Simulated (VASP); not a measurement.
# Ta (I4/mmm) in VASP: a series of runs, part 2 of 2

VASP 6.6.1. The steps go on from the part before.

### Step 4. Single point, PBEsol (strain -0.025 along x and y, -0.050 along z)

INCAR

```
ALGO = Normal
EDIFF = 1E-7
ENCUT = 520
GGA = PS
ISIF = 2
ISMEAR = 0
LASPH = True
LCHARG = True
LELF = True
LREAL = False
LVHAR = True
LWAVE = False
NBANDS = 12
NELM = 100
PREC = Accurate
SIGMA = 0.15
```

KPOINTS

```
k-points
0
Gamma
  20 20 20
```

POSCAR

```
Ta
1.0
   -1.6099980000      1.6099980000      1.5687160000
    1.6099980000     -1.6099980000      1.5687160000
    1.6099980000      1.6099980000     -1.5687160000
Ta
1
Direct
    0.0000000000      0.0000000000      0.0000000000
```

Potentials or basis: VASP PAW PBE potentials, release 64 (Ta_pv).

Launch:

```console
$ cat potpaw_PBE.64/Ta_pv/POTCAR > POTCAR
$ mpirun -np 1 vasp_std > vasp.out
```

OUTCAR:

```text
EDIFF = 1E-7
   ENCUT = 520
   GGA = PS
   ISIF = 2
   ISMEAR = 0
   LASPH = True
   LREAL = False
   NELM = 100
   PREC = Accurate

 ion  position               nearest neighbor table
   1  0.000  0.000  0.000-

  LATTYP: Found a body centered tetragonal cell.
 ALAT       =     3.2199960000
 C/A-ratio  =     0.9743589744

  Lattice vectors:

 A1 = (  -1.6099980000,   1.6099980000,   1.5687160000)
 A2 = (   1.6099980000,  -1.6099980000,   1.5687160000)
 A3 = (   1.6099980000,   1.6099980000,  -1.5687160000)

Analysis of symmetry for initial positions (statically):
=====================================================================
 Subroutine PRICEL returns:
 Original cell was already a primitive cell.

 Routine SETGRP: Setting up the symmetry group for a
 body centered tetragonal supercell.

 Subroutine GETGRP returns: Found 16 space group operations
 (whereof 16 operations were pure point group operations)
 out of a pool of 16 trial point group operations.

The static configuration has the point symmetry D_4h.

Analysis of symmetry for dynamics (positions and initial velocities):
=====================================================================
 Subroutine PRICEL returns:
 Original cell was already a primitive cell.

 Routine SETGRP: Setting up the symmetry group for a
 body centered tetragonal supercell.

 Subroutine GETGRP returns: Found 16 space group operations
 (whereof 16 operations were pure point group operations)
 out of a pool of 16 trial point group operations.

The dynamic configuration has the point symmetry D_4h.

 Subroutine INISYM returns: Found 16 space group operations
 (whereof 16 operations are pure point group operations),
 and found     1 'primitive' translations

----------------------------------------------------------------------------------------

                                     Primitive cell

  volume of cell :      16.2650

  direct lattice vectors                    reciprocal lattice vectors
    -1.609998000  1.609998000  1.568716000     0.000000000  0.310559392  0.318732008
     1.609998000 -1.609998000  1.568716000     0.310559392  0.000000000  0.318732008
     1.609998000  1.609998000 -1.568716000     0.310559392  0.310559392  0.000000000

  length of vectors
     2.764969622  2.764969622  2.764969622     0.445013740  0.445013740  0.439197304

  position of ions in fractional coordinates (direct lattice)
     0.000000000  0.000000000  0.000000000

  ion indices of the primitive-cell ions
   primitive index   ion index
                 1           1

----------------------------------------------------------------------------------------

 KPOINTS: k-points

Automatic generation of k-mesh.
 Grid dimensions read from file:
 generate k-points for:   20   20   20

 Generating k-lattice:

  Cartesian coordinates                     Fractional coordinates (reciprocal lattice)
     0.000000000  0.015527970  0.015936600     0.050000000  0.000000000 -0.000000000
     0.015527970  0.000000000  0.015936600     0.000000000  0.050000000 -0.000000000
     0.015527970  0.015527970  0.000000000     0.000000000  0.000000000  0.050000000

  Length of vectors
     0.022250687  0.022250687  0.021959865

  Shift w.r.t. Gamma in fractional coordinates (k-lattice)
     0.000000000  0.000000000  0.000000000

 Subroutine IBZKPT returns following result:
 ===========================================

 Found    641 irreducible k-points:

 Following reciprocal coordinates:
            Coordinates               Weight
  0.000000  0.000000  0.000000      1.000000
  0.050000 -0.000000  0.000000      8.000000
  0.100000  0.000000 -0.000000      8.000000
  0.150000  0.000000  0.000000      8.000000
  0.200000  0.000000 -0.000000      8.000000
  0.250000  0.000000 -0.000000      8.000000
[... 16 lines left out ...]
 -0.400000  0.050000  0.000000     16.000000
 -0.350000  0.050000  0.000000     16.000000
 [... further k-points ...]
   k-points           NKPTS =    641   k-points in BZ     NKDIM =    641   number of bands    NBANDS=     12
   number of dos      NEDOS =    301   number of ions     NIONS =      1
   total plane-waves  NPLWV =  13824
   dimension x,y,z NGX =    24 NGY =   24 NGZ =   24
   dimension x,y,z NGXF=    48 NGYF=   48 NGZF=   48
   ions per type =               1
   NGX,Y,Z   is equivalent  to a cutoff of  14.43, 14.43, 14.43 a.u.
   NGXF,Y,Z  is equivalent  to a cutoff of  28.86, 28.86, 28.86 a.u.
 SYSTEM =  unknown system
   PREC   = accura    normal or accurate (medium, high low for compatibility)
   ISTART =      0    job   : 0-new  1-cont  2-samecut
   ICHARG =      2    charge: 1-file 2-atom 10-const
   ISPIN  =      1    spin polarized calculation?
   LNONCOLLINEAR =      F non collinear calculations
   LSORBIT =      F    spin-orbit coupling
   LASPH  =      T    aspherical Exc in radial PAW
   ENCUT  =  520.0 eV  38.22 Ry    6.18 a.u.   5.14  5.14  5.14*2*pi/ulx,y,z
   NELM   =    100;   NELMIN=  2; NELMDL= -5     # of ELM steps
   EDIFF  = 0.1E-06   stopping-criterion for ELM
   LREAL  =      F    real-space projection
   EDIFFG = 0.1E-05   stopping-criterion for IOM
   NSW    =      0    number of steps for IOM
   IBRION =     -1    ionic relax: 0-MD 1-quasi-New 2-CG
   NFREE  =      0    steps in history (QN), initial steepest desc. (CG)
   ISIF   =      2    stress and relaxation
   ISYM   =      2    0-nonsym 1-usesym 2-fastsym
   POTIM  = 0.5000    time-step for ionic-motion
   TEBEG  =    0.0;   TEEND  =   0.0 temperature during run
   PSTRESS=    0.0 pullay stress
   NELECT =      11.0000    total number of electrons
   NUPDOWN=      -1.0000    fix difference up-down
   EMIN   =  10.00;   EMAX   =-10.00  energy-range for DOS
   EFERMI =   0.00;   METHOD = LEGACY
   ISMEAR =     0;   SIGMA  =   0.15  broadening in eV -4-tet -1-fermi 0-gaus
   EFERMI_NEDOS =   21; number of points for ismear=-14 and -15
   IALGO  =     38    algorithm
   IMIX   =      4    mixing-type and parameters
     AMIX     =   0.40;   BMIX     =  1.00
     AMIX_MAG =   1.60;   BMIX_MAG =  1.00
  volume/ion in A,a.u.               =      16.27       109.76
  Fermi-wavevector in a.u.,A,eV,Ry     =   1.436991  2.715519 28.095259  2.064943
  Thomas-Fermi vector in A             =   2.556118
   LORBIT       =      0    0 simple, 1 ext, 2 COOP (PROOUT), +10 PAW based schemes
   GGA     = PS    functional components
   LHFCALC =     F    Hartree Fock is set to
   AEXX    =    0.0000 exact exchange contribution
   IVDW    =     0    specifies the selected vdW correction
   LEPSILON=     F    determine dielectric tensor
   LRPA    =     F    only Hartree local field effects (RPA)
 non-spin polarized calculation
 Gauss-broadening in eV      SIGMA  =   0.15
  energy-cutoff  :      520.00
  volume of cell :       16.27
 maximum number of plane-waves:       454
 NGX is ok and might be reduce to    24
   NGX = 11   NGY = 11   NGZ = 11

 number of electron      11.0000000 magnetization

 Free energy of the ion-electron system (eV)
  ---------------------------------------------------
  ext. energy  EPLUGINS =         0.00000000
  ---------------------------------------------------
  free energy    TOTEN  =       -12.46852391 eV

  energy without entropy =      -12.45481280  energy(sigma->0) =      -12.46166835

 E-fermi :   6.1664     XC(G=0): -13.2596

 val. band max:        6.1637963441   @ k =  -0.2000   0.2000   0.0500
 cond. band min:       6.1668144801   @ k =   0.4500   0.3500   0.0000
 fundamental gap:      0.0030181360
 Fermi energy:         6.1663698878

 k-point     1 :       0.0000    0.0000    0.0000
  band No.  band energies     occupation
      1     -26.4403      2.00000
      2     -26.4403      2.00000
      3     -26.4330      2.00000
      4      -2.1348      2.00000
      5       6.6348      0.00001
      6       7.0123      0.00000
      7       7.0123      0.00000
      8      10.2513      0.00000
      9      10.7851      0.00000
     10      21.1859      0.00000
     11      21.5372      0.00000
     12      21.5372      0.00000
[... 331 lines left out ...]
 k-point    24 :      -0.3500    0.0500    0.0000
  band No.  band energies     occupation
      1     -27.6582      2.00000
      2     -26.8366      2.00000
      3     -26.4724      2.00000
      4       1.2429      2.00000
      5       4.7740      2.00000
      6       6.1448      1.16086
      7      10.3210      0.00000
      8      11.0860      0.00000
      9      11.8312      0.00000
     10      20.7457      0.00000
     11      21.1804      0.00000
     12      23.0012      0.00000

 [... further k-points ...]
[... 5 lines left out ...]
  --------------------------------------------------------------------------------------
  -------------------------------------------------------------------------------------
  Total        1.9597992      1.9597992      2.3650764      0.0000000     -0.0000000      0.0000000
  in kB      193.0488316    193.0488316    232.9704151      0.0000000     -0.0000000      0.0000000
  external PRESSURE =     206.3560261 kB  Pullay stress =       0.0000000 kB

 VOLUME and BASIS-vectors are now :
 -----------------------------------------------------------------------------
  energy-cutoff  :      520.00
  volume of cell :       16.27
      direct lattice vectors                 reciprocal lattice vectors
    -1.609998000  1.609998000  1.568716000     0.000000000  0.310559392  0.318732008
     1.609998000 -1.609998000  1.568716000     0.310559392  0.000000000  0.318732008
     1.609998000  1.609998000 -1.568716000     0.310559392  0.310559392  0.000000000

 POSITION                                       TOTAL-FORCE (eV/Angst)
 -----------------------------------------------------------------------------------
      0.00000      0.00000      0.00000         0.000000      0.000000      0.000000
 -----------------------------------------------------------------------------------
    total drift:                                0.000000      0.000000      0.000000

  FREE ENERGIE OF THE ION-ELECTRON SYSTEM (eV)
  ---------------------------------------------------
  free  energy   TOTEN  =       -12.4685239064 eV

  energy  without entropy=      -12.4548128020  energy(sigma->0) =      -12.46166835
```

OSZICAR:

```text
N       E                     dE             d eps       ncg     rms          rms(c)
DAV:   1     0.608454455441E+02    0.60845E+02   -0.61171E+03 15440   0.893E+02
DAV:   2    -0.119281882054E+02   -0.72774E+02   -0.70907E+02 17136   0.249E+02
DAV:   3    -0.129044889064E+02   -0.97630E+00   -0.96939E+00 18272   0.273E+01
DAV:   4    -0.129066792368E+02   -0.21903E-02   -0.21902E-02 16824   0.144E+00
DAV:   5    -0.129066849897E+02   -0.57529E-05   -0.57528E-05 18088   0.702E-02    0.165E+01
DAV:   6    -0.125786600984E+02    0.32802E+00   -0.24474E-01 18048   0.528E+00    0.838E+00
DAV:   7    -0.124703405599E+02    0.10832E+00   -0.22941E-01 17924   0.481E+00    0.397E-01
DAV:   8    -0.124685750762E+02    0.17655E-02   -0.47455E-03 16180   0.742E-01    0.137E-01
DAV:   9    -0.124685264322E+02    0.48644E-04   -0.12645E-04 17616   0.125E-01    0.243E-02
DAV:  10    -0.124685241539E+02    0.22783E-05   -0.31617E-06 16880   0.197E-02    0.409E-03
DAV:  11    -0.124685239405E+02    0.21340E-06   -0.65380E-08 11416   0.283E-03    0.401E-04
DAV:  12    -0.124685239064E+02    0.34144E-07   -0.48704E-09  8404   0.803E-04
   1 F= -.12468524E+02 E0= -.12461668E+02  d E =-.137111E-01
```

stdout:

```text
POSCAR found type information on POSCAR Ta
 POSCAR found :  1 types and       1 ions
 scaLAPACK will be used
 -----------------------------------------------------------------------------
|                                                                             |
|                                                                             |
|     You enforced a specific xc type in the INCAR file but a different       |
|     I HOPE YOU KNOW WHAT YOU ARE DOING!                                     |
|                                                                             |
 -----------------------------------------------------------------------------

 LDA part: xc-table for (Slater+PW92), standard interpolation
 POSCAR, INCAR and KPOINTS ok, starting setup
 FFT: planning ... GRIDC
 FFT: planning ... GRID_SOFT
 FFT: planning ... GRID
 WAVECAR not read
 entering main loop
```

It took 2.2 min on 1 thread of Intel Xeon 8259CL, shared host; peak memory 0.24 GiB.

What came out:

- Free energy: -12.4685 eV
- Pressure: 20.6 GPa
- Band gap on the k mesh: zero (an odd number of electrons rules out a gap without spin polarisation)

Stress tensor (GPa, compression positive):
```
19.30  0.00  0.00
 0.00 19.30  0.00
 0.00  0.00 23.30
```

Caveat: the cell differs from its parent crystal (strain -0.025 along x and y, -0.050 along z); the cell stands under pressure; the PAW data sets were made with another functional, which shifts forces and pressure a little; spin-orbit coupling is left out, which moves the levels of the heavy elements.

### Step 5. Summary

| cell | gap on the mesh (eV) | pressure (GPa) |
| --- | --- | --- |
| a = 2.741 Å, angles 110.2, 110.2, 108.1°, 1 atom | none | 28.3 |
| a = 2.766 Å, angles 110.9, 110.9, 106.7°, 1 atom | none | 21.0 |
| a = 2.765 Å, angles 108.8, 108.8, 110.9°, 1 atom | none | 20.6 |

Alike in all rows: task single point; level PBEsol; potentials or basis VASP PAW PBE potentials, release 64 (Ta_pv); no spin polarisation; k mesh 20 × 20 × 20; cutoff (eV) 520; smearing gaussian 0.15 eV.

Caveats: the cell stands under pressure; the PAW data sets were made with another functional, which shifts forces and pressure a little; spin-orbit coupling is left out, which moves the levels of the heavy elements.

Absolute energies hang on the potentials; compare differences alone.
